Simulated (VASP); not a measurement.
# Si2W (I4/mmm) in VASP: single point with PBEsol

Aim: the single point of Si2W with PBEsol.

Program: VASP 6.6.1. These are calculated values, not measurements. Logs are shortened: lines on timing, memory, paths and dates and some standing lists are left out, and cuts for length are marked.

## (1) The cell of the first run

Symmetry: I4/mmm, No. 139, tetragonal system. Conventional cell: a = 3.202 Å, b = 3.202 Å, c = 7.816 Å, α = 90.00°, β = 90.00°, γ = 90.00°. Within 3.4 Å of Si (site symmetry 4mm) lie 9 Si at 2.59 to 3.20 Å and 5 W at 2.61 Å. Within 3.4 Å of W (site symmetry 4/mmm) lie 10 Si at 2.61 Å and 4 W at 3.20 Å.

## (2) Single point, PBEsol

Contents of INCAR:

```
SYSTEM = Si2W
  PREC = Accurate
  ENCUT = 520
  EDIFF = 1E-7
  ISMEAR = 0
  SIGMA = 0.1
  LREAL = .False.
  LASPH = .True.
  NELM = 60
  ALGO = Fast
  ISIF = 2
  LWAVE = .False.
  LCHARG = .False.
  GGA = PS
  NBANDS = 56
```

Contents of KPOINTS:

```
regular mesh
0
Gamma
  8 8 4
  0 0 0
```

Contents of POSCAR:

```
Si2W
1.0
    3.2024995622     -3.2024995622      0.0000000000
   -3.2024995622     -3.2024995622      0.0000000000
    0.0000000000      0.0000000000     -7.8157325289
Si W
8 4
Direct
    0.0000000000      0.5000000000      0.1655010550
    0.5000000000      0.5000000000      0.6655010550
    0.5000000000      1.0000000000      0.1655010550
    0.0000000000      1.0000000000      0.6655010550
    0.0000000000      0.0000000000      0.3344989450
    0.5000000000      0.0000000000      0.8344989450
    0.5000000000      0.5000000000      0.3344989450
    0.0000000000      0.5000000000      0.8344989450
    0.0000000000      0.0000000000      0.0000000000
    0.5000000000      0.0000000000      0.5000000000
    0.5000000000      0.5000000000      0.0000000000
    0.0000000000      0.5000000000      0.5000000000
```

Potentials or basis: VASP PAW PBE potentials, release 64 (Si, W_sv).

Command:

```
$ cat potpaw_PBE.64/Si/POTCAR potpaw_PBE.64/W_sv/POTCAR > POTCAR
$ mpirun -np 1 vasp_std > vasp.out
```

OUTCAR:

```text
SYSTEM = Si2W
   PREC = Accurate
   ENCUT = 520
   EDIFF = 1E-7
   ISMEAR = 0
   LREAL = .False.
   LASPH = .True.
   NELM = 60
   ISIF = 2
   GGA = PS

 ion  position               nearest neighbor table
   1  0.000  0.500  0.166-   8 2.59   9 2.61  11 2.61   9 2.61  11 2.61  12 2.61   5 2.62   5 2.62
                             7 2.62   7 2.62
   2  0.500  0.500  0.666-   7 2.59  10 2.61  12 2.61  10 2.61  12 2.61  11 2.61   6 2.62   8 2.62
                             8 2.62   6 2.62
   3  0.500  0.000  0.166-   6 2.59   9 2.61  11 2.61  11 2.61   9 2.61  10 2.61   7 2.62   7 2.62
                             5 2.62   5 2.62
   4  0.000  0.000  0.666-   5 2.59  10 2.61  12 2.61  12 2.61  10 2.61   9 2.61   8 2.62   8 2.62
                             6 2.62   6 2.62
   5  0.000  0.000  0.334-   4 2.59  10 2.61  12 2.61  12 2.61  10 2.61   9 2.61   1 2.62   1 2.62
                             3 2.62   3 2.62
   6  0.500  0.000  0.834-   3 2.59   9 2.61  11 2.61  11 2.61   9 2.61  10 2.61   2 2.62   4 2.62
                             4 2.62   2 2.62
   7  0.500  0.500  0.334-   2 2.59  10 2.61  12 2.61  10 2.61  12 2.61  11 2.61   3 2.62   3 2.62
                             1 2.62   1 2.62
   8  0.000  0.500  0.834-   1 2.59   9 2.61  11 2.61   9 2.61  11 2.61  12 2.61   4 2.62   4 2.62
                             2 2.62   2 2.62
   9  0.000  0.000  0.000-   1 2.61   3 2.61   6 2.61   8 2.61   1 2.61   8 2.61   3 2.61   6 2.61
                             4 2.61   5 2.61  11 3.20  11 3.20  11 3.20  11 3.20
  10  0.500  0.000  0.500-   2 2.61   4 2.61   5 2.61   7 2.61   2 2.61   7 2.61   4 2.61   5 2.61
                             6 2.61   3 2.61  12 3.20  12 3.20  12 3.20  12 3.20
  11  0.500  0.500  0.000-   1 2.61   3 2.61   6 2.61   8 2.61   3 2.61   6 2.61   1 2.61   8 2.61
                             7 2.61   2 2.61   9 3.20   9 3.20   9 3.20   9 3.20
  12  0.000  0.500  0.500-   2 2.61   4 2.61   5 2.61   7 2.61   4 2.61   5 2.61   2 2.61   7 2.61
                             1 2.61   8 2.61  10 3.20  10 3.20  10 3.20  10 3.20

  LATTYP: Found a simple tetragonal cell.
 ALAT       =     4.5290183144
 C/A-ratio  =     1.7257012417

  Lattice vectors:

 A1 = (   3.2024995622,  -3.2024995622,   0.0000000000)
 A2 = (  -3.2024995622,  -3.2024995622,   0.0000000000)
 A3 = (   0.0000000000,   0.0000000000,  -7.8157325289)

Analysis of symmetry for initial positions (statically):
=====================================================================
 Subroutine PRICEL returns following result:

  LATTYP: Found a body centered tetragonal cell.
 ALAT       =     3.2024995622
 C/A-ratio  =     2.4405101007

  Lattice vectors:

 A1 = (   1.6012497811,   1.6012497811,   3.9078662644)
 A2 = (  -1.6012497811,  -1.6012497811,   3.9078662645)
 A3 = (   1.6012497811,  -1.6012497811,  -3.9078662644)

   4 primitive cells build up your supercell.

 Routine SETGRP: Setting up the symmetry group for a
 simple tetragonal supercell.

 Subroutine GETGRP returns: Found 16 space group operations
 (whereof 16 operations were pure point group operations)
 out of a pool of 16 trial point group operations.

The static configuration has the point symmetry D_4h.

Analysis of symmetry for dynamics (positions and initial velocities):
=====================================================================
 Subroutine PRICEL returns following result:

  LATTYP: Found a body centered tetragonal cell.
 ALAT       =     3.2024995622
 C/A-ratio  =     2.4405101007

  Lattice vectors:

 A1 = (   1.6012497811,   1.6012497811,   3.9078662644)
 A2 = (  -1.6012497811,  -1.6012497811,   3.9078662645)
 A3 = (   1.6012497811,  -1.6012497811,  -3.9078662644)

   4 primitive cells build up your supercell.

 Routine SETGRP: Setting up the symmetry group for a
 simple tetragonal supercell.

 Subroutine GETGRP returns: Found 16 space group operations
 (whereof 16 operations were pure point group operations)
 out of a pool of 16 trial point group operations.

The dynamic configuration has the point symmetry D_4h.

 Subroutine INISYM returns: Found 16 space group operations
 (whereof 16 operations are pure point group operations),
 and found     4 'primitive' translations

----------------------------------------------------------------------------------------

                                     Primitive cell

  volume of cell :      40.0791

  direct lattice vectors                    reciprocal lattice vectors
     1.601249781  1.601249781  3.907866264     0.312256093  0.000000000  0.127947060
    -1.601249781 -1.601249781  3.907866264     0.000000000 -0.312256093  0.127947060
     1.601249781 -1.601249781 -3.907866264     0.312256093 -0.312256093 -0.000000000

  length of vectors
     4.516571760  4.516571760  4.516571760     0.337452689  0.337452689  0.441596801

  position of ions in fractional coordinates (direct lattice)
     0.334498945  0.334498945  1.000000000
     0.665501055  0.665501055  1.000000000
     0.000000000  1.000000000  1.000000000

  ion indices of the primitive-cell ions
   primitive index   ion index
                 1           1
                 2           8
                 3          12

----------------------------------------------------------------------------------------

 KPOINTS: regular mesh

Automatic generation of k-mesh.
 Grid dimensions read from file:
 generate k-points for:    8    8    4

 Generating k-lattice:

  Cartesian coordinates                     Fractional coordinates (reciprocal lattice)
     0.019516006 -0.019516006  0.000000000     0.125000000  0.000000000  0.000000000
    -0.019516006 -0.019516006  0.000000000     0.000000000  0.125000000  0.000000000
     0.000000000  0.000000000 -0.031986765     0.000000000  0.000000000  0.250000000

  Length of vectors
     0.027599800  0.027599800  0.031986765

  Shift w.r.t. Gamma in fractional coordinates (k-lattice)
     0.000000000  0.000000000  0.000000000

 Subroutine IBZKPT returns following result:
 ===========================================

 Found     45 irreducible k-points:

 Following reciprocal coordinates:
            Coordinates               Weight
  0.000000  0.000000  0.000000      1.000000
  0.125000  0.000000  0.000000      4.000000
  0.250000  0.000000  0.000000      4.000000
  0.375000  0.000000  0.000000      4.000000
  0.500000  0.000000  0.000000      2.000000
  0.125000  0.125000  0.000000      4.000000
[... 16 lines left out ...]
  0.375000  0.125000  0.250000     16.000000
  0.500000  0.125000  0.250000      8.000000
 [... further k-points ...]
   k-points           NKPTS =     45   k-points in BZ     NKDIM =     45   number of bands    NBANDS=     56
   number of dos      NEDOS =    301   number of ions     NIONS =     12
   total plane-waves  NPLWV =  77760
   dimension x,y,z NGX =    36 NGY =   36 NGZ =   60
   dimension x,y,z NGXF=    72 NGYF=   72 NGZF=  120
   ions per type =               8   4
   NGX,Y,Z   is equivalent  to a cutoff of  13.21, 13.21, 12.76 a.u.
   NGXF,Y,Z  is equivalent  to a cutoff of  26.43, 26.43, 25.52 a.u.
 SYSTEM =  Si2W
   PREC   = accura    normal or accurate (medium, high low for compatibility)
   ISTART =      0    job   : 0-new  1-cont  2-samecut
   ICHARG =      2    charge: 1-file 2-atom 10-const
   ISPIN  =      1    spin polarized calculation?
   LNONCOLLINEAR =      F non collinear calculations
   LSORBIT =      F    spin-orbit coupling
   LASPH  =      T    aspherical Exc in radial PAW
   ENCUT  =  520.0 eV  38.22 Ry    6.18 a.u.   8.42  8.42 14.53*2*pi/ulx,y,z
   NELM   =     60;   NELMIN=  2; NELMDL= -5     # of ELM steps
   EDIFF  = 0.1E-06   stopping-criterion for ELM
   LREAL  =      F    real-space projection
   EDIFFG = 0.1E-05   stopping-criterion for IOM
   NSW    =      0    number of steps for IOM
   IBRION =     -1    ionic relax: 0-MD 1-quasi-New 2-CG
   NFREE  =      0    steps in history (QN), initial steepest desc. (CG)
   ISIF   =      2    stress and relaxation
   ISYM   =      2    0-nonsym 1-usesym 2-fastsym
   POTIM  = 0.5000    time-step for ionic-motion
   TEBEG  =    0.0;   TEEND  =   0.0 temperature during run
   PSTRESS=    0.0 pullay stress
   NELECT =      88.0000    total number of electrons
   NUPDOWN=      -1.0000    fix difference up-down
   EMIN   =  10.00;   EMAX   =-10.00  energy-range for DOS
   EFERMI =   0.00;   METHOD = LEGACY
   ISMEAR =     0;   SIGMA  =   0.10  broadening in eV -4-tet -1-fermi 0-gaus
   EFERMI_NEDOS =   21; number of points for ismear=-14 and -15
   IALGO  =     68    algorithm
   IMIX   =      4    mixing-type and parameters
     AMIX     =   0.40;   BMIX     =  1.00
     AMIX_MAG =   1.60;   BMIX_MAG =  1.00
  volume/ion in A,a.u.               =      13.36        90.16
  Fermi-wavevector in a.u.,A,eV,Ry     =   1.340427  2.533039 24.446187  1.796744
  Thomas-Fermi vector in A             =   2.468741
   LORBIT       =      0    0 simple, 1 ext, 2 COOP (PROOUT), +10 PAW based schemes
   GGA     = PS    functional components
   LHFCALC =     F    Hartree Fock is set to
   AEXX    =    0.0000 exact exchange contribution
   IVDW    =     0    specifies the selected vdW correction
   LEPSILON=     F    determine dielectric tensor
   LRPA    =     F    only Hartree local field effects (RPA)
 non-spin polarized calculation
 RMM-DIIS sequential band-by-band and
 Gauss-broadening in eV      SIGMA  =   0.10
  energy-cutoff  :      520.00
  volume of cell :      160.32
 maximum number of plane-waves:      4345
 NGX is ok and might be reduce to    36
   NGX = 17   NGY = 17   NGZ = 29

 number of electron      87.9999999 magnetization

 Free energy of the ion-electron system (eV)
  ---------------------------------------------------
  ext. energy  EPLUGINS =         0.00000000
  ---------------------------------------------------
  free energy    TOTEN  =      -106.56237487 eV

  energy without entropy =     -106.55642821  energy(sigma->0) =     -106.55940154

 E-fermi :  11.9632     XC(G=0): -12.6486

 val. band max:       11.8963045192   @ k =   0.1250   0.0000   0.2500
 cond. band min:      11.9776983637   @ k =   0.1250   0.0000   0.0000
 fundamental gap:      0.0813938445
 Fermi energy:        11.9632045620

 k-point     1 :       0.0000    0.0000    0.0000
  band No.  band energies     occupation
      1     -61.7974      2.00000
      2     -61.7973      2.00000
      3     -61.7815      2.00000
      4     -61.7815      2.00000
      5     -26.2394      2.00000
      6     -26.2394      2.00000
[... 48 lines left out ...]
     55      16.1480      0.00000
     56      16.2944      0.00000

 k-point     2 :       0.1250    0.0000    0.0000
  band No.  band energies     occupation
      1     -61.7968      2.00000
      2     -61.7967      2.00000
      3     -61.7821      2.00000
      4     -61.7821      2.00000
      5     -26.2330      2.00000
      6     -26.2321      2.00000
[... 48 lines left out ...]
     55      15.2445      0.00000
     56      15.2525      0.00000

 k-point     3 :       0.2500    0.0000    0.0000
  band No.  band energies     occupation
      1     -61.7951      2.00000
      2     -61.7949      2.00000
      3     -61.7838      2.00000
      4     -61.7838      2.00000
      5     -26.2141      2.00000
      6     -26.2119      2.00000
[... 1172 lines left out ...]
 k-point    23 :       0.3750    0.1250    0.2500
  band No.  band energies     occupation
      1     -61.7922      2.00000
      2     -61.7921      2.00000
      3     -61.7866      2.00000
      4     -61.7866      2.00000
      5     -26.2226      2.00000
      6     -26.2225      2.00000
[... 48 lines left out ...]
     55      15.9022      0.00000
     56      15.9905      0.00000

 k-point    24 :       0.5000    0.1250    0.2500
  band No.  band energies     occupation
      1     -61.7894      2.00000
      2     -61.7894      2.00000
      3     -61.7893      2.00000
      4     -61.7893      2.00000
      5     -26.1928      2.00000
      6     -26.1928      2.00000
[... 48 lines left out ...]
     55      15.9748      0.00000
     56      15.9769      0.00000

 [... further k-points ...]
[... 5 lines left out ...]
  --------------------------------------------------------------------------------------
  -------------------------------------------------------------------------------------
  Total        0.3200956      0.3200956      0.3640582      0.0000000      0.0000000     -0.0000000
  in kB        3.1989869      3.1989869      3.6383428      0.0000000      0.0000000     -0.0000000
  external PRESSURE =       3.3454389 kB  Pullay stress =       0.0000000 kB

 VOLUME and BASIS-vectors are now :
 -----------------------------------------------------------------------------
  energy-cutoff  :      520.00
  volume of cell :      160.32
      direct lattice vectors                 reciprocal lattice vectors
     3.202499562 -3.202499562  0.000000000     0.156128046 -0.156128046  0.000000000
    -3.202499562 -3.202499562  0.000000000    -0.156128046 -0.156128046  0.000000000
     0.000000000  0.000000000 -7.815732529     0.000000000  0.000000000 -0.127947060

 POSITION                                       TOTAL-FORCE (eV/Angst)
 -----------------------------------------------------------------------------------
     -1.60125     -1.60125     -1.29351        -0.000000     -0.000000     -0.015350
      0.00000     -3.20250     -5.20138         0.000000     -0.000000     -0.015350
      1.60125     -1.60125     -1.29351        -0.000000     -0.000000     -0.015350
      0.00000      0.00000     -5.20138         0.000000     -0.000000     -0.015350
      0.00000      0.00000     -2.61435        -0.000000     -0.000000      0.015350
      1.60125     -1.60125     -6.52222        -0.000000     -0.000000      0.015350
      0.00000     -3.20250     -2.61435        -0.000000     -0.000000      0.015350
     -1.60125     -1.60125     -6.52222        -0.000000     -0.000000      0.015350
      0.00000      0.00000      0.00000         0.000000      0.000000     -0.000000
      1.60125     -1.60125     -3.90787         0.000000      0.000000      0.000000
      0.00000     -3.20250      0.00000         0.000000      0.000000     -0.000000
     -1.60125     -1.60125     -3.90787        -0.000000      0.000000      0.000000
 -----------------------------------------------------------------------------------
    total drift:                               -0.000000     -0.000000     -0.000000

  FREE ENERGIE OF THE ION-ELECTRON SYSTEM (eV)
  ---------------------------------------------------
  free  energy   TOTEN  =      -106.5623748748 eV

  energy  without entropy=     -106.5564282100  energy(sigma->0) =     -106.55940154
```

Wall time 11 min (1 thread of Oxide Virtual Turin-like, shared host); peak memory 0.4 GiB.

What came out:

```
Free energy            : -106.5624 eV
Pressure               : 0.3 GPa
Largest force          : 0.015 eV/Å
Band gap on the k mesh : zero (bands 44 and 45 overlap by 0.89 eV)
```

Forces in eV/Å, atoms in the order of the input:
```
Si   0.000  0.000 -0.015
Si   0.000  0.000 -0.015
Si   0.000  0.000 -0.015
Si   0.000  0.000 -0.015
Si   0.000  0.000  0.015
Si   0.000  0.000  0.015
Si   0.000  0.000  0.015
Si   0.000  0.000  0.015
W    0.000  0.000  0.000
W    0.000  0.000  0.000
W    0.000  0.000  0.000
W    0.000  0.000  0.000
```

Levels at points of the mesh, in eV from the Fermi level:
```csv
k point,band 40,band 41,band 42,band 43,band 44,band 45,band 46,band 47,band 48,band 49
"(0.00, 0.00, 0.00)",-1.72,-0.80,-0.80,-0.49,-0.49,0.65,0.83,2.85,2.86,2.86
"(0.50, 0.00, 0.00)",-2.12,-1.95,-1.95,-0.87,-0.87,0.36,0.36,2.03,2.03,2.33
"(0.50, 0.50, 0.00)",-2.64,-0.68,-0.68,-0.68,-0.68,2.15,2.15,2.15,2.15,3.01
"(0.00, 0.00, 0.50)",-2.26,-2.26,-2.26,0.12,0.12,0.74,0.74,1.62,1.62,1.62
"(0.50, 0.00, 0.50)",-2.59,-2.42,-2.42,-2.42,-2.42,1.79,1.79,1.79,1.79,2.17
"(0.50, 0.50, 0.50)",-2.78,-0.42,-0.42,-0.42,-0.42,2.76,2.76,2.76,2.76,2.85
```

Caveat: the PAW data sets were made with another functional, which shifts forces and pressure a little; spin-orbit coupling is left out, which moves the levels of the heavy elements.

The gap in the log of VASP goes by the Fermi energy; the results here count the filled bands.